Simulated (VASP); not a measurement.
# InAs (F-43m) in VASP: a series of runs, part 2 of 2

VASP 6.6.1. Earlier steps stand in the parts before.

### Step 4. Single point, PBE

File INCAR:

```
ALGO = Normal
EDIFF = 1E-7
ENCUT = 520
GGA = PE
ISIF = 2
ISMEAR = 0
LASPH = True
LCHARG = True
LELF = True
LREAL = False
LVHAR = True
LWAVE = False
NBANDS = 16
NELM = 80
PREC = Accurate
SIGMA = 0.018000000000000002
```

File KPOINTS:

```
k-points
0
Gamma
  8 8 8
```

File POSCAR:

```
InAs
1.0
    0.0000000000      3.0180000000      3.0180000000
    3.0180000000      0.0000000000      3.0180000000
    3.0180000000      3.0180000000      0.0000000000
In As
1 1
Direct
    0.0000000000      0.0000000000      0.0000000000
    0.7500000000      0.7500000000      0.7500000000
```

Potentials or basis: VASP PAW PBE potentials, release 64 (In_d, As).

On the command line:

```sh
> cat potpaw_PBE.64/In_d/POTCAR potpaw_PBE.64/As/POTCAR > POTCAR
> mpirun -np 1 vasp_std > vasp.out
```

OUTCAR:

```text
EDIFF = 1E-7
   ENCUT = 520
   GGA = PE
   ISIF = 2
   ISMEAR = 0
   LASPH = True
   LREAL = False
   NELM = 80
   PREC = Accurate

 ion  position               nearest neighbor table
   1  0.000  0.000  0.000-   2 2.61   2 2.61   2 2.61   2 2.61
   2  0.750  0.750  0.750-   1 2.61   1 2.61   1 2.61   1 2.61

  LATTYP: Found a face centered cubic cell.
 ALAT       =     6.0360000000

  Lattice vectors:

 A1 = (   0.0000000000,   3.0180000000,   3.0180000000)
 A2 = (   3.0180000000,   0.0000000000,   3.0180000000)
 A3 = (   3.0180000000,   3.0180000000,   0.0000000000)

Analysis of symmetry for initial positions (statically):
=====================================================================
 Subroutine PRICEL returns:
 Original cell was already a primitive cell.

 Routine SETGRP: Setting up the symmetry group for a
 face centered cubic supercell.

 Subroutine GETGRP returns: Found 24 space group operations
 (whereof 24 operations were pure point group operations)
 out of a pool of 48 trial point group operations.

The static configuration has the point symmetry T_d .

Analysis of symmetry for dynamics (positions and initial velocities):
=====================================================================
 Subroutine PRICEL returns:
 Original cell was already a primitive cell.

 Routine SETGRP: Setting up the symmetry group for a
 face centered cubic supercell.

 Subroutine GETGRP returns: Found 24 space group operations
 (whereof 24 operations were pure point group operations)
 out of a pool of 48 trial point group operations.

The dynamic configuration has the point symmetry T_d .

 Subroutine INISYM returns: Found 24 space group operations
 (whereof 24 operations are pure point group operations),
 and found     1 'primitive' translations

----------------------------------------------------------------------------------------

[... 110 lines left out ...]
   IMIX   =      4    mixing-type and parameters
     AMIX     =   0.40;   BMIX     =  1.00
     AMIX_MAG =   1.60;   BMIX_MAG =  1.00
  volume/ion in A,a.u.               =      27.49       185.50
  Fermi-wavevector in a.u.,A,eV,Ry     =   1.128331  2.132236 17.321990  1.273130
  Thomas-Fermi vector in A             =   2.265020
   LORBIT       =      0    0 simple, 1 ext, 2 COOP (PROOUT), +10 PAW based schemes
   GGA     = PE    functional components
   LHFCALC =     F    Hartree Fock is set to
   AEXX    =    0.0000 exact exchange contribution
   IVDW    =     0    specifies the selected vdW correction
   LEPSILON=     F    determine dielectric tensor
   LRPA    =     F    only Hartree local field effects (RPA)
 non-spin polarized calculation
 Gauss-broadening in eV      SIGMA  =   0.02
  energy-cutoff  :      520.00
  volume of cell :       54.98
 maximum number of plane-waves:      1494
   NGX = 15   NGY = 15   NGZ = 15

 number of electron      17.9999991 magnetization

 Free energy of the ion-electron system (eV)
  ---------------------------------------------------
  ext. energy  EPLUGINS =         0.00000000
  ---------------------------------------------------
  free energy    TOTEN  =        -7.66126715 eV

  energy without entropy =       -7.66121292  energy(sigma->0) =       -7.66124004

 E-fermi :   4.5696     XC(G=0):  -9.1165

 val. band max:        4.5641454174   @ k =   0.0000   0.0000   0.0000
 cond. band min:       5.5326477985   @ k =   0.5000   0.0000   0.0000
 fundamental gap:      0.9685023810
 Fermi energy:         4.5696275523

 k-point     1 :       0.0000    0.0000    0.0000
  band No.  band energies     occupation
      1      -9.8397      2.00000
      2      -9.8397      2.00000
      3      -9.8397      2.00000
      4      -9.7116      2.00000
      5      -9.7116      2.00000
      6      -7.3326      2.00000
[... 433 lines left out ...]
      3      -9.7850      2.00000
      4      -9.7168      2.00000
      5      -9.7040      2.00000
      6      -5.5765      2.00000
[... 8 lines left out ...]
     15      14.9915      0.00000
     16      15.7168      0.00000

 [... further k-points ...]

------------------------ aborting loop because EDIFF is reached ----------------------------------------

  FORCE on cell =-STRESS in cart. coord.  units (eV):
  Direction    XX          YY          ZZ          XY          YZ          ZX
  --------------------------------------------------------------------------------------
  -------------------------------------------------------------------------------------
  Total        1.4979884      1.4979884      1.4979884      0.0000000      0.0000000      0.0000000
  in kB       43.6547314     43.6547314     43.6547314      0.0000000      0.0000000      0.0000000
  external PRESSURE =      43.6547314 kB  Pullay stress =       0.0000000 kB

 VOLUME and BASIS-vectors are now :
 -----------------------------------------------------------------------------
  energy-cutoff  :      520.00
  volume of cell :       54.98
      direct lattice vectors                 reciprocal lattice vectors
     0.000000000  3.018000000  3.018000000    -0.165672631  0.165672631  0.165672631
     3.018000000  0.000000000  3.018000000     0.165672631 -0.165672631  0.165672631
     3.018000000  3.018000000  0.000000000     0.165672631  0.165672631 -0.165672631

 POSITION                                       TOTAL-FORCE (eV/Angst)
 -----------------------------------------------------------------------------------
      0.00000      0.00000      0.00000         0.000000     -0.000000     -0.000000
      4.52700      4.52700      4.52700        -0.000000      0.000000      0.000000
 -----------------------------------------------------------------------------------
    total drift:                                0.000000      0.000000      0.000000

  FREE ENERGIE OF THE ION-ELECTRON SYSTEM (eV)
  ---------------------------------------------------
  free  energy   TOTEN  =        -7.6612671521 eV

  energy  without entropy=       -7.6612129193  energy(sigma->0) =       -7.66124004
```

OSZICAR:

```text
N       E                     dE             d eps       ncg     rms          rms(c)
DAV:   1     0.114140201261E+03    0.11414E+03   -0.83030E+03   928   0.122E+03
DAV:   2     0.304387468809E-01   -0.11411E+03   -0.10920E+03  1032   0.300E+02
DAV:   3    -0.772744060951E+01   -0.77579E+01   -0.77227E+01  1160   0.763E+01
DAV:   4    -0.793152506387E+01   -0.20408E+00   -0.20403E+00  1200   0.134E+01
DAV:   5    -0.794012901680E+01   -0.86040E-02   -0.86038E-02  1344   0.238E+00    0.461E+00
DAV:   6    -0.768508714142E+01    0.25504E+00   -0.38059E-01  1440   0.104E+01    0.257E+00
DAV:   7    -0.765940216558E+01    0.25685E-01   -0.11792E-01  1320   0.305E+00    0.731E-01
DAV:   8    -0.766044707767E+01   -0.10449E-02   -0.13588E-02  1120   0.132E+00    0.206E-01
DAV:   9    -0.766104947785E+01   -0.60240E-03   -0.99445E-04  1184   0.261E-01    0.123E-01
DAV:  10    -0.766121981978E+01   -0.17034E-03   -0.20720E-04  1112   0.209E-01    0.653E-02
DAV:  11    -0.766126645561E+01   -0.46636E-04   -0.11476E-04  1080   0.125E-01    0.420E-02
DAV:  12    -0.766126693873E+01   -0.48312E-06   -0.67258E-06  1072   0.308E-02    0.664E-03
DAV:  13    -0.766126717652E+01   -0.23779E-06   -0.20028E-06  1144   0.748E-03    0.303E-03
DAV:  14    -0.766126715210E+01    0.24418E-07   -0.12722E-07  1088   0.335E-03
   1 F= -.76612672E+01 E0= -.76612400E+01  d E =-.542328E-04
```

stdout:

```text
POSCAR found type information on POSCAR InAs
 POSCAR found :  2 types and       2 ions
 scaLAPACK will be used
 LDA part: xc-table for (Slater+PW92), standard interpolation
 POSCAR, INCAR and KPOINTS ok, starting setup
 FFT: planning ... GRIDC
 FFT: planning ... GRID_SOFT
 FFT: planning ... GRID
 WAVECAR not read
 entering main loop
```

It took 21 s on 1 thread of Intel Xeon Platinum 8259CL at 2.50GHz (Skylake/Cascade Lake), shared host; peak memory 0.18 GiB.

What came out:

```
Free energy            : -7.6613 eV
Pressure               : 4.4 GPa
Band gap on the k mesh : zero (filled and empty bands touch)
```

Caveat: spin-orbit coupling is left out, which moves the levels of the heavy elements.

### Step 5. Single point, PBE

File INCAR:

```
SYSTEM = InAs
PREC = Accurate ; ENCUT = 520
EDIFF = 1E-6 ; ISMEAR = 0
SIGMA = 0.011 ; LREAL = .False.
LASPH = .True. ; NELM = 60
ALGO = Normal ; ISIF = 2
LWAVE = .False. ; LCHARG = .False.
GGA = PE ; NBANDS = 16
```

File KPOINTS:

```
Automatic mesh
0
Gamma
  8 8 8
  0 0 0
```

POSCAR is that of step 4.

On the command line:

```sh
> cat potpaw_PBE.64/In_d/POTCAR potpaw_PBE.64/As/POTCAR > POTCAR
> mpirun -np 1 vasp_std > vasp.out
```

It took 19 s on 1 thread of Intel Xeon Platinum 8259CL at 2.50GHz (Skylake/Cascade Lake), shared host; peak memory 0.18 GiB.

It converged, with:

- Free energy: -7.6612 eV
- Pressure: 4.4 GPa
- Band gap on the k mesh: zero (filled and empty bands touch)

Levels at points of the mesh, in eV from the Fermi level:
```tsv
k point	band 7	band 8	band 9	band 10	band 11	band 12
(0.00, 0.00, 0.00)	-0.17	0.00	0.00	0.00	3.91	3.91
(0.50, 0.00, 0.00)	-5.79	-1.00	-1.00	0.97	4.68	4.68
(0.50, 0.50, 0.00)	-5.86	-2.34	-2.34	1.53	2.06	9.22
```

Caveat: spin-orbit coupling is left out, which moves the levels of the heavy elements.

### Step 6. Single point, PBE

File INCAR:

```
  ALGO = Normal
  EDIFF = 1E-7
  ENCUT = 520
  GGA = PE
  ISIF = 2
  ISMEAR = 0
  LASPH = True
  LCHARG = False
  LREAL = False
  LWAVE = False
  NBANDS = 16
  NELM = 100
  PREC = Accurate
  SIGMA = 0.026000000000000002
```

File KPOINTS:

```
k-points
0
Gamma
  8 8 8
```

POSCAR is that of step 5.

Potentials or basis: VASP PAW PBE potentials, release 64 (In_d, As).

On the command line:

```sh
> cat potpaw_PBE.64/In_d/POTCAR potpaw_PBE.64/As/POTCAR > POTCAR
> mpirun -np 1 vasp_std > vasp.out
```

OUTCAR:

```text
EDIFF = 1E-7
   ENCUT = 520
   GGA = PE
   ISIF = 2
   ISMEAR = 0
   LASPH = True
   LREAL = False
   NELM = 100
   PREC = Accurate

 ion  position               nearest neighbor table
   1  0.000  0.000  0.000-   2 2.61   2 2.61   2 2.61   2 2.61
   2  0.750  0.750  0.750-   1 2.61   1 2.61   1 2.61   1 2.61

  LATTYP: Found a face centered cubic cell.
 ALAT       =     6.0360000000

  Lattice vectors:

 A1 = (   0.0000000000,   3.0180000000,   3.0180000000)
 A2 = (   3.0180000000,   0.0000000000,   3.0180000000)
[... 624 lines left out ...]
      3      -9.7850      2.00000
      4      -9.7168      2.00000
      5      -9.7040      2.00000
      6      -5.5765      2.00000
[... 8 lines left out ...]
     15      14.9915      0.00000
     16      15.7168      0.00000

 [... further k-points ...]
[... 5 lines left out ...]
  --------------------------------------------------------------------------------------
  -------------------------------------------------------------------------------------
  Total        1.4979883      1.4979883      1.4979883      0.0000000      0.0000000      0.0000000
  in kB       43.6547294     43.6547294     43.6547294      0.0000000      0.0000000      0.0000000
  external PRESSURE =      43.6547294 kB  Pullay stress =       0.0000000 kB

 VOLUME and BASIS-vectors are now :
 -----------------------------------------------------------------------------
  energy-cutoff  :      520.00
  volume of cell :       54.98
      direct lattice vectors                 reciprocal lattice vectors
     0.000000000  3.018000000  3.018000000    -0.165672631  0.165672631  0.165672631
     3.018000000  0.000000000  3.018000000     0.165672631 -0.165672631  0.165672631
     3.018000000  3.018000000  0.000000000     0.165672631  0.165672631 -0.165672631

 POSITION                                       TOTAL-FORCE (eV/Angst)
 -----------------------------------------------------------------------------------
      0.00000      0.00000      0.00000        -0.000000      0.000000      0.000000
      4.52700      4.52700      4.52700         0.000000     -0.000000     -0.000000
 -----------------------------------------------------------------------------------
    total drift:                                0.000000      0.000000      0.000000

  FREE ENERGIE OF THE ION-ELECTRON SYSTEM (eV)
  ---------------------------------------------------
  free  energy   TOTEN  =        -7.6612912556 eV

  energy  without entropy=       -7.6612129193  energy(sigma->0) =       -7.66125209
```

stdout:

```text
POSCAR found type information on POSCAR InAs
 POSCAR found :  2 types and       2 ions
 scaLAPACK will be used
 LDA part: xc-table for (Slater+PW92), standard interpolation
 POSCAR, INCAR and KPOINTS ok, starting setup
 FFT: planning ... GRIDC
 FFT: planning ... GRID_SOFT
 FFT: planning ... GRID
 WAVECAR not read
 entering main loop
```

Wall time 22 s (1 thread of Intel Xeon Platinum 8259CL at 2.50GHz (Skylake/Cascade Lake), shared host); peak memory 0.18 GiB.

What came out:

```
Free energy            : -7.6613 eV
Pressure               : 4.4 GPa
Band gap on the k mesh : zero (filled and empty bands touch)
```

Levels at points of the mesh, in eV from the Fermi level:
| k point | band 5 | band 6 | band 7 | band 8 | band 9 | band 10 | band 11 | band 12 | band 13 | band 14 |
| --- | --- | --- | --- | --- | --- | --- | --- | --- | --- | --- |
| (0.00, 0.00, 0.00) | -14.28 | -11.90 | -0.18 | -0.01 | -0.01 | -0.01 | 3.90 | 3.90 | 3.90 | 7.52 |
| (0.50, 0.00, 0.00) | -14.28 | -10.42 | -5.80 | -1.00 | -1.00 | 0.96 | 4.67 | 4.67 | 6.85 | 9.06 |
| (0.50, 0.50, 0.00) | -14.26 | -9.87 | -5.87 | -2.35 | -2.35 | 1.53 | 2.05 | 9.21 | 9.30 | 9.30 |

Caveat: spin-orbit coupling is left out, which moves the levels of the heavy elements.

### Step 7. Summary

| task | level | cell | cutoff (eV) | smearing | gap on the mesh (eV) | pressure (GPa) |
| --- | --- | --- | --- | --- | --- | --- |
| relaxation of cell and atoms | PBEsol | relaxed to 20 GPa | 600 | fermi-dirac 0.05 eV | 0.69 | 20.0 |
| relaxation of cell and atoms | PBEsol | relaxed to 30 GPa | 600 | fermi-dirac 0.05 eV | 0.89 | 30.0 |
| single point | PBE | as given | 520 | gaussian 0.018 eV | none | 4.4 |
| single point | PBE | as given | 520 | gaussian 0.011 eV | none | 4.4 |
| single point | PBE | as given | 520 | gaussian 0.026 eV | none | 4.4 |

Alike in all rows: potentials or basis VASP PAW PBE potentials, release 64 (In_d, As); no spin polarisation; k mesh 8 × 8 × 8.

Every run on the cell as given and a fine mesh finds a metal.

Caveats: spin-orbit coupling is left out, which moves the levels of the heavy elements; the cell is relaxed towards a set pressure, so the enthalpy falls and the energy may rise (some runs); the PAW data sets were made with another functional, which shifts forces and pressure a little (some runs).

Absolute energies hang on the potentials; compare differences alone.
